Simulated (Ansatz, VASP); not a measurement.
LaHg2 in VASP and in Ansatz

```
La Hg
1.0
     5.02324    0.00000    0.00000
    -2.51162    4.35026    0.00000
     0.00000    0.00000    3.68790
La Hg
1 2
Direct
  0.00000 0.00000 0.00000
  0.33333 0.66667 0.50000
  0.66667 0.33333 0.50000
```

Change from the starting cell: volume scaled by 1.04, PAW files.

Alike in both runs: task electric field gradients; functional LDA; k mesh 8 × 8 × 9; occupations fermi-dirac, width 0.08 eV; no spin polarisation.

|  | VASP | Ansatz |
| --- | --- | --- |
| version | VASP 6.6.1 | Ansatz 0.2.0 |
| potentials or method | VASP PAW LDA potentials, release 64 (La, Hg) | PAW with Ansatz's default frozen-core files, scalar-relativistic |
| plane-wave cutoff (eV) | 520 | 420 |
| valence electrons in the cell | 35 | 51 |

|  | VASP | Ansatz | Ansatz less VASP |
| --- | --- | --- | --- |
| pressure (GPa) | -4.8 | -5.2 | -0.35 |
| traceless stress, the component that is largest in VASP (GPa) | -0.09 | 0.14 | +0.233 |
| size of Vzz on the site where it differs most (V/Å²) | 296.1 | 265.1 | -31.07 |

LDA's correlation is that of Perdew and Zunger in VASP and of Perdew and Wang (1992) in Ansatz. VASP's potentials hold 35 valence electrons a cell and Ansatz's 51, so a difference there can come from the potentials and not from the codes.

Spin-orbit coupling is off throughout.
